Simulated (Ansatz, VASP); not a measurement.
## C: VASP beside Ansatz

INCAR

```
PREC = Accurate
ENCUT = 520
EDIFF = 1E-6
ISMEAR = 0
SIGMA = 0.05
LREAL = False
LASPH = True
NELM = 80
ALGO = Normal
ISIF = 2
LWAVE = False
LCHARG = True
GGA = CA
LELF = True
LVHAR = True
NBANDS = 11
```

The input KPOINTS:

```
Automatic mesh
0
Gamma
  12 12 12
```

The input POSCAR:

```
C
1.0
    1.2280263465      0.7090013417      3.3470108394
   -1.2280263465      0.7090013417      3.3470108394
    0.0000000000     -1.4180026834      3.3470108394
C
2
Direct
    0.2171800560      0.1308089309      0.0991949049
    0.8360000000      0.8360000000      0.8360000000
```

Input for Ansatz:

```yaml
crystal:
  lattice:
    - [1.2280263465, 0.7090013417, 3.3470108394]
    - [-1.2280263465, 0.7090013417, 3.3470108394]
    - [0.0, -1.4180026834, 3.3470108394]
  atoms:
    - { symbol: C, position: [0.217180056, 0.1308089309, 0.0991949049] }
    - { symbol: C, position: [0.836, 0.836, 0.836] }
basis:
  ecutwfc: 420
kpoints:
  mp_grid: { grid: [12, 12, 12] }
hamiltonian:
  xc: lda
scf:
  occupations: { method: gaussian, width: 0.05 }
output:
  forces: true
  stress: true
  eigenvalues: true
```

Alike in both runs: task single point; functional LDA; k mesh 12 × 12 × 12; occupations gaussian, width 0.05 eV; no spin polarisation.

```csv
,VASP,Ansatz
version,VASP 6.6.1,Ansatz 0.2.0
potentials or method,"VASP PAW LDA potentials, release 64 (C), cutoff 520 eV","scalar-relativistic, plane waves, PAW"
valence electrons in the cell,8,8
```

|  | VASP | Ansatz | Ansatz less VASP |
| --- | --- | --- | --- |
| gap on the k mesh at the Fermi level (eV) | 0.16 | 0.16 | -0.003 |
| least direct gap on the mesh (eV) | 0.29 | 0.29 | +0.001 |
| pressure (GPa) | 5.0 | 4.3 | -0.68 |
| traceless stress, the component that is largest in VASP (GPa) | 16.81 | 16.34 | -0.468 |
| rms of the force components (eV/Å) | 5.231 | 5.238 | +0.0067 |

LDA's correlation is that of Perdew and Zunger in VASP and of Perdew and Wang (1992) in Ansatz. Atom by atom the forces differ by 0.011 eV/Å (rms over components).
